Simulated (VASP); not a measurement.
Runs of VASP 6.6.1 on MnSi. The structure is that of space group F-43m (No. 216), or close to it. The cells are those of the table. 

```tsv
cell	gap on the mesh (eV)	pressure (GPa)	moment (μB)
a = 3.621 Å, angles 60.0°, 2 atoms	none	13.9	2.12
a = 3.526 Å, angles 60.0°, 2 atoms	none	24.9	1.94
a = 3.598 Å, angles 60.0°, 2 atoms	none	16.4	2.08
a = 3.550 Å, angles 60.0°, 2 atoms	none	(b)	(c)
a = 3.644 Å, angles 60.0°, 2 atoms	none	(a)	2.15
a = 3.501 Å, angles 60.0°, 2 atoms	none	28.5	(d)
```

Alike in all rows: task single point; level PBE; potentials or basis VASP PAW PBE potentials, release 64 (Mn_pv, Si); spin collinear, ferromagnetic start; k mesh 9 × 9 × 9; cutoff (eV) 520; smearing fermi-dirac 0.05 eV.

**Question.** Fill in the values left out.

**Answer.** (a) 11.7; (b) 21.8; (c) 1.99; (d) 1.91.

A gap of «none» marks levels without a gap at the run's occupations.
